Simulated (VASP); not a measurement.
# Al (Im-3m) in VASP: notebook

The runs below take Al through single point, with PBE.

All numbers are computed with VASP 6.6.1; they aren't measurements. Logs are shortened: lines on timing, memory, paths and dates and some standing lists are left out, and cuts for length are marked.

## (1) The cell of the first run

Symmetry: Im-3m, No. 229, cubic system. Conventional cell: a = 3.182 Å, b = 3.182 Å, c = 3.182 Å, α = 90.00°, β = 90.00°, γ = 90.00°. Within 3.6 Å of Al (site symmetry m-3m) lie 14 Al at 2.76 to 3.18 Å.

## (2) Single point, PBE

The input, INCAR:

```
  PREC = Accurate
  ENCUT = 520
  EDIFF = 1E-7
  ISMEAR = 0
  SIGMA = 0.014
  LREAL = F
  LASPH = T
  NELM = 80
  ALGO = Fast
  ISIF = 2
  LWAVE = F
  LCHARG = T
  GGA = PE
  LELF = T
  LVHAR = T
  NBANDS = 8
```

The input, KPOINTS:

```
regular mesh
0
Gamma
  12 12 12
```

The input, POSCAR:

```
Al
1.0
   -1.5912186900      1.5912186900      1.5912186900
    1.5912186900     -1.5912186900      1.5912186900
    1.5912186900      1.5912186900     -1.5912186900
Al
1
Direct
    0.0000000000      0.0000000000      0.0000000000
```

Potentials or basis: VASP PAW PBE potentials, release 64 (Al).

Started as:

```sh
$ cat potpaw_PBE.64/Al/POTCAR > POTCAR
$ mpirun -np 1 vasp_std > vasp.out
```

OUTCAR:

```text
PREC = Accurate
   ENCUT = 520
   EDIFF = 1E-7
   ISMEAR = 0
   LREAL = F
   LASPH = T
   NELM = 80
   ISIF = 2
   GGA = PE

 ion  position               nearest neighbor table
   1  0.000  0.000  0.000-

  LATTYP: Found a body centered cubic cell.
 ALAT       =     3.1824373800

  Lattice vectors:

 A1 = (  -1.5912186900,   1.5912186900,   1.5912186900)
 A2 = (   1.5912186900,  -1.5912186900,   1.5912186900)
 A3 = (   1.5912186900,   1.5912186900,  -1.5912186900)

Analysis of symmetry for initial positions (statically):
=====================================================================
 Subroutine PRICEL returns:
 Original cell was already a primitive cell.

 Routine SETGRP: Setting up the symmetry group for a
 body centered cubic supercell.

 Subroutine GETGRP returns: Found 48 space group operations
 (whereof 48 operations were pure point group operations)
 out of a pool of 48 trial point group operations.

The static configuration has the point symmetry O_h .

Analysis of symmetry for dynamics (positions and initial velocities):
=====================================================================
 Subroutine PRICEL returns:
 Original cell was already a primitive cell.

 Routine SETGRP: Setting up the symmetry group for a
 body centered cubic supercell.

 Subroutine GETGRP returns: Found 48 space group operations
 (whereof 48 operations were pure point group operations)
 out of a pool of 48 trial point group operations.

The dynamic configuration has the point symmetry O_h .

 Subroutine INISYM returns: Found 48 space group operations
 (whereof 48 operations are pure point group operations),
 and found     1 'primitive' translations

----------------------------------------------------------------------------------------

                                     Primitive cell

  volume of cell :      16.1157

  direct lattice vectors                    reciprocal lattice vectors
    -1.591218690  1.591218690  1.591218690     0.000000000  0.314224565  0.314224565
     1.591218690 -1.591218690  1.591218690     0.314224565  0.000000000  0.314224565
     1.591218690  1.591218690 -1.591218690     0.314224565  0.314224565  0.000000000

  length of vectors
     2.756071617  2.756071617  2.756071617     0.444380641  0.444380641  0.444380641

  position of ions in fractional coordinates (direct lattice)
     0.000000000  0.000000000  0.000000000

  ion indices of the primitive-cell ions
   primitive index   ion index
                 1           1

----------------------------------------------------------------------------------------

 KPOINTS: regular mesh

Automatic generation of k-mesh.
 Grid dimensions read from file:
 generate k-points for:   12   12   12

 Generating k-lattice:

  Cartesian coordinates                     Fractional coordinates (reciprocal lattice)
     0.000000000  0.026185380  0.026185380     0.083333333  0.000000000  0.000000000
     0.026185380  0.000000000  0.026185380     0.000000000  0.083333333  0.000000000
     0.026185380  0.026185380  0.000000000     0.000000000  0.000000000  0.083333333

  Length of vectors
     0.037031720  0.037031720  0.037031720

  Shift w.r.t. Gamma in fractional coordinates (k-lattice)
     0.000000000  0.000000000  0.000000000

 Subroutine IBZKPT returns following result:
 ===========================================

 Found     72 irreducible k-points:

 Following reciprocal coordinates:
            Coordinates               Weight
  0.000000  0.000000  0.000000      1.000000
  0.083333  0.000000  0.000000     12.000000
  0.166667  0.000000  0.000000     12.000000
  0.250000  0.000000  0.000000     12.000000
  0.333333  0.000000  0.000000     12.000000
  0.416667  0.000000  0.000000     12.000000
[... 16 lines left out ...]
  0.333333  0.083333  0.083333     24.000000
  0.416667  0.083333  0.083333     12.000000
 [... further k-points ...]
   k-points           NKPTS =     72   k-points in BZ     NKDIM =     72   number of bands    NBANDS=      8
   number of dos      NEDOS =    301   number of ions     NIONS =      1
   total plane-waves  NPLWV =   8000
   dimension x,y,z NGX =    20 NGY =   20 NGZ =   20
   dimension x,y,z NGXF=    40 NGYF=   40 NGZF=   40
   ions per type =               1
   NGX,Y,Z   is equivalent  to a cutoff of  12.06, 12.06, 12.06 a.u.
   NGXF,Y,Z  is equivalent  to a cutoff of  24.13, 24.13, 24.13 a.u.
 SYSTEM =  unknown system
   PREC   = accura    normal or accurate (medium, high low for compatibility)
   ISTART =      0    job   : 0-new  1-cont  2-samecut
   ICHARG =      2    charge: 1-file 2-atom 10-const
   ISPIN  =      1    spin polarized calculation?
   LNONCOLLINEAR =      F non collinear calculations
   LSORBIT =      F    spin-orbit coupling
   LASPH  =      T    aspherical Exc in radial PAW
   ENCUT  =  520.0 eV  38.22 Ry    6.18 a.u.   5.12  5.12  5.12*2*pi/ulx,y,z
   NELM   =     80;   NELMIN=  2; NELMDL= -5     # of ELM steps
   EDIFF  = 0.1E-06   stopping-criterion for ELM
   LREAL  =      F    real-space projection
   EDIFFG = 0.1E-05   stopping-criterion for IOM
   NSW    =      0    number of steps for IOM
   IBRION =     -1    ionic relax: 0-MD 1-quasi-New 2-CG
   NFREE  =      0    steps in history (QN), initial steepest desc. (CG)
   ISIF   =      2    stress and relaxation
   ISYM   =      2    0-nonsym 1-usesym 2-fastsym
   POTIM  = 0.5000    time-step for ionic-motion
   TEBEG  =    0.0;   TEEND  =   0.0 temperature during run
   PSTRESS=    0.0 pullay stress
   NELECT =       3.0000    total number of electrons
   NUPDOWN=      -1.0000    fix difference up-down
   EMIN   =  10.00;   EMAX   =-10.00  energy-range for DOS
   EFERMI =   0.00;   METHOD = LEGACY
   ISMEAR =     0;   SIGMA  =   0.01  broadening in eV -4-tet -1-fermi 0-gaus
   EFERMI_NEDOS =   21; number of points for ismear=-14 and -15
   IALGO  =     68    algorithm
   IMIX   =      4    mixing-type and parameters
     AMIX     =   0.40;   BMIX     =  1.00
     AMIX_MAG =   1.60;   BMIX_MAG =  1.00
  volume/ion in A,a.u.               =      16.12       108.75
  Fermi-wavevector in a.u.,A,eV,Ry     =   0.934757  1.766435 11.888371  0.873771
  Thomas-Fermi vector in A             =   2.061595
   LORBIT       =      0    0 simple, 1 ext, 2 COOP (PROOUT), +10 PAW based schemes
   GGA     = PE    functional components
   LHFCALC =     F    Hartree Fock is set to
   AEXX    =    0.0000 exact exchange contribution
   IVDW    =     0    specifies the selected vdW correction
   LEPSILON=     F    determine dielectric tensor
   LRPA    =     F    only Hartree local field effects (RPA)
 non-spin polarized calculation
 RMM-DIIS sequential band-by-band and
 Gauss-broadening in eV      SIGMA  =   0.01
  energy-cutoff  :      520.00
  volume of cell :       16.12
 maximum number of plane-waves:       466
   NGX = 11   NGY = 11   NGZ = 11

 number of electron       3.0000000 magnetization

 Free energy of the ion-electron system (eV)
  ---------------------------------------------------
  ext. energy  EPLUGINS =         0.00000000
  ---------------------------------------------------
  free energy    TOTEN  =        -3.63554584 eV

  energy without entropy =       -3.63545145  energy(sigma->0) =       -3.63549864

 E-fermi :   8.2453     XC(G=0): -10.2868

 val. band max:        8.1893582890   @ k =  -0.4167  -0.4167   0.2500
 cond. band min:       8.2507183005   @ k =   0.3333   0.2500   0.0833
 fundamental gap:      0.0613600116
 Fermi energy:         8.2452882019

 k-point     1 :       0.0000    0.0000    0.0000
  band No.  band energies     occupation
      1      -3.0452      2.00000
      2      21.6647      0.00000
      3      21.6647      0.00000
      4      21.6647      0.00000
      5      23.3042      0.00000
      6      23.3042      0.00000
      7      23.3042      0.00000
      8      24.7548      0.00000

 k-point     2 :       0.0833    0.0000    0.0000
  band No.  band energies     occupation
      1      -2.8422      2.00000
      2      19.4950      0.00000
      3      20.5159      0.00000
      4      20.8957      0.00000
      5      22.4702      0.00000
      6      23.4761      0.00000
      7      24.0697      0.00000
      8      24.7912      0.00000

 k-point     3 :       0.1667    0.0000    0.0000
  band No.  band energies     occupation
      1      -2.2351      2.00000
      2      16.0304      0.00000
      3      19.1275      0.00000
      4      19.5237      0.00000
      5      21.1190      0.00000
      6      22.3102      0.00000
      7      25.0516      0.00000
      8      25.3380      0.00000

 k-point     4 :       0.2500    0.0000    0.0000
  band No.  band energies     occupation
      1      -1.2289      2.00000
      2      12.6145      0.00000
      3      18.0212      0.00000
      4      18.2785      0.00000
      5      19.9506      0.00000
      6      21.3258      0.00000
      7      26.1113      0.00000
      8      26.2356      0.00000

 k-point     5 :       0.3333    0.0000    0.0000
  band No.  band energies     occupation
      1       0.1675      2.00000
      2       9.4592      0.00000
      3      17.2294      0.00000
      4      17.3436      0.00000
      5      19.0912      0.00000
      6      20.5476      0.00000
      7      27.1711      0.00000
      8      27.7035      0.00000
[... 177 lines left out ...]
 k-point    22 :       0.2500    0.0833    0.0833
  band No.  band energies     occupation
      1       0.5637      2.00000
      2       9.8196      0.00000
      3      13.9891      0.00000
      4      14.6709      0.00000
      5      23.0542      0.00000
      6      23.5382      0.00000
      7      27.4206      0.00000
      8      27.8560      0.00000

 k-point    23 :       0.3333    0.0833    0.0833
  band No.  band energies     occupation
      1       2.3308      2.00000
      2       6.9994      2.00000
      3      13.4251      0.00000
      4      14.1484      0.00000
      5      22.5726      0.00000
      6      23.1272      0.00000
      7      28.6821      0.00000
      8      29.6223      0.00000

 k-point    24 :       0.4167    0.0833    0.0833
  band No.  band energies     occupation
      1       4.2181      2.00000
      2       4.7597      2.00000
      3      13.2366      0.00000
      4      13.9734      0.00000
      5      22.4066      0.00000
      6      22.9839      0.00000
      7      29.4664      0.00000
      8      30.8178      0.00000

 [... further k-points ...]

------------------------ aborting loop because EDIFF is reached ----------------------------------------

  FORCE on cell =-STRESS in cart. coord.  units (eV):
  Direction    XX          YY          ZZ          XY          YZ          ZX
  --------------------------------------------------------------------------------------
  -------------------------------------------------------------------------------------
  Total        0.3889256      0.3889256      0.3889256      0.0000000      0.0000000     -0.0000000
  in kB       38.6658421     38.6658421     38.6658421      0.0000000      0.0000000     -0.0000000
  external PRESSURE =      38.6658421 kB  Pullay stress =       0.0000000 kB

 VOLUME and BASIS-vectors are now :
 -----------------------------------------------------------------------------
  energy-cutoff  :      520.00
  volume of cell :       16.12
      direct lattice vectors                 reciprocal lattice vectors
    -1.591218690  1.591218690  1.591218690     0.000000000  0.314224565  0.314224565
     1.591218690 -1.591218690  1.591218690     0.314224565  0.000000000  0.314224565
     1.591218690  1.591218690 -1.591218690     0.314224565  0.314224565  0.000000000

 POSITION                                       TOTAL-FORCE (eV/Angst)
 -----------------------------------------------------------------------------------
      0.00000      0.00000      0.00000         0.000000      0.000000      0.000000
 -----------------------------------------------------------------------------------
    total drift:                                0.000000      0.000000      0.000000

  FREE ENERGIE OF THE ION-ELECTRON SYSTEM (eV)
  ---------------------------------------------------
  free  energy   TOTEN  =        -3.6355458357 eV

  energy  without entropy=       -3.6354514541  energy(sigma->0) =       -3.63549864
```

Run time: 9.3 s. Hardware: 1 thread of Intel Xeon Platinum 8488C (Sapphire Rapids), shared host; peak memory 0.12 GiB.

What came out:

```yaml
Free_energy: -3.6355 eV
Pressure: 3.9 GPa
```

Levels at points of the mesh, in eV from the Fermi level:
| k point | band 1 | band 2 | band 3 | band 4 | band 5 |
| --- | --- | --- | --- | --- | --- |
| (0.00, 0.00, 0.00) | -11.29 | 13.42 | 13.42 | 13.42 | 15.06 |
| (0.50, 0.00, 0.00) | -4.40 | -3.88 | 8.33 | 8.35 | 10.15 |
| (0.50, 0.50, 0.50) | 1.91 | 1.91 | 1.91 | 2.96 | 2.96 |

## (3) Single point, PBE

The input, INCAR:

```
SYSTEM = Al
PREC = Accurate
ENCUT = 520
EDIFF = 1E-7
ISMEAR = 0
SIGMA = 0.015
LREAL = .False.
LASPH = .True.
NELM = 60
ALGO = Normal
ISIF = 2
LWAVE = .False.
LCHARG = .True.
GGA = PE
LELF = .True.
LVHAR = .True.
NBANDS = 8
```

The input, KPOINTS:

```
Automatic mesh
0
Gamma
  12 12 12
  0 0 0
```

POSCAR is that of step 2.

Potentials or basis: VASP PAW PBE potentials, release 64 (Al).

Started as:

```sh
$ cat potpaw_PBE.64/Al/POTCAR > POTCAR
$ mpirun -np 1 vasp_std > vasp.out
```

Wall time 4.4 s (1 thread of Intel Xeon Platinum 8488C (Sapphire Rapids), shared host); peak memory 0.12 GiB.

Results (log left out):

```yaml
Free_energy: -3.6356 eV
Pressure: 3.9 GPa
```

Levels at points of the mesh, in eV from the Fermi level:
| k point | band 1 | band 2 | band 3 | band 4 |
| --- | --- | --- | --- | --- |
| (0.00, 0.00, 0.00) | -11.29 | 13.42 | 13.42 | 13.42 |
| (0.50, 0.00, 0.00) | -4.40 | -3.88 | 8.33 | 8.35 |
| (0.50, 0.50, 0.50) | 1.91 | 1.91 | 1.91 | 2.96 |

[end of part 1 of 3]
